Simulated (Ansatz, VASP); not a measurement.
WS2: VASP beside Ansatz

The input INCAR:

```
SYSTEM = WS2
ALGO = Normal
EDIFF = 1E-6
ENCUT = 500
GGA = CA
GGA_COMPAT = .False.
ISIF = 2
ISMEAR = 1
LASPH = .True.
LCHARG = .False.
LREAL = .False.
LWAVE = .False.
NBANDS = 20
NELM = 120
PREC = Accurate
SIGMA = 0.1
```

Contents of KPOINTS:

```
k-points
0
Gamma
  6 6 1
  0 0 0
```

POSCAR

```
WS2
1.0
    3.1835200000      0.0000000000      0.0000000000
   -1.5917600000      2.7570100000      0.0000000000
    0.0000000000      0.0000000000     16.9505800000
W S
1 2
Direct
    0.3455030094      0.6548588575     -0.0008384897
    0.6737744677      0.3150843150      0.9085427375
    0.6860482950      0.3257693505      0.0904704038
```

Input for Ansatz:

```yaml
crystal:
  lattice:
    - [3.18352, 0.0, 0.0]
    - [-1.59176, 2.75701, 0.0]
    - [0.0, 0.0, 16.95058]
  atoms:
    - { symbol: W, position: [0.3455030093742827, 0.6548588575406179, -0.0008384897140298155] }
    - { symbol: S, position: [0.6737744676895541, 0.3150843150344165, 0.9085427375008497] }
    - { symbol: S, position: [0.6860482949785314, 0.3257693504572939, 0.09047040384095473] }
basis:
  ecutwfc: 450.0
kpoints:
  mp_grid:
    grid: [6, 6, 1]
hamiltonian:
  xc: lda
scf:
  max_iter: 50
  occupations:
    method: cold
    width: 0.1
output:
  forces: true
```

Alike in both runs: task single point; functional LDA; k mesh 6 × 6 × 1; no spin polarisation.

```csv
,VASP,Ansatz
version,VASP 6.6.1,Ansatz 0.2.0
potentials or method,"VASP PAW LDA potentials, release 64 (W_sv, S), cutoff 500 eV","plane waves, PAW"
occupations,"methfessel-paxton of order 1, width 0.1 eV","cold, width 0.1 eV"
valence electrons in the cell,26,26
```

```csv
,VASP,Ansatz,Ansatz less VASP
rms of the force components (eV/Å),0.131,0.132,+0.0011
```

LDA's correlation is that of Perdew and Zunger in VASP and of Perdew and Wang (1992) in Ansatz. Atom by atom the forces differ by 0.019 eV/Å (rms over components).

Spin-orbit coupling is off throughout.
